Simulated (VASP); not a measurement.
A run of VASP 6.6.1 is set up as follows.

File INCAR:

```
SYSTEM = H
PREC = Accurate ; ENCUT = 500
EDIFF = 1E-6 ; ISMEAR = -1
SIGMA = 0.05 ; LREAL = .FALSE.
LASPH = .TRUE. ; NELM = 120
ALGO = Normal ; ISIF = 2
LWAVE = .FALSE. ; LCHARG = .TRUE.
GGA = PE ; LELF = .TRUE.
LVHAR = .TRUE. ; NBANDS = 8
GGA_COMPAT = .FALSE.
```

File KPOINTS:

```
Automatic mesh
0
G
  14 14 14
  0 0 0
```

The input POSCAR:

```
H
1.0
    0.0000000000      1.5059440058      1.5059440058
    1.5059440058      0.0000000000      1.5059440058
    1.5059440058      1.5059440058      0.0000000000
H
2
Direct
    0.0000000000      0.0000000000      0.0000000000
    0.2500000000      0.2500000000      0.2500000000
```

Potentials or basis: VASP PAW PBE potentials, release 64 (H).

The run is started by

```sh
$ cat potpaw_PBE.64/H/POTCAR > POTCAR
$ mpirun -np 1 vasp_std > vasp.out
```

Estimate the pressure.

-0.6 GPa.

Estimate the band gap on the k mesh.

zero (band 1 reaches 2.50 eV, above the bottom of band 2 at 1.57 eV).
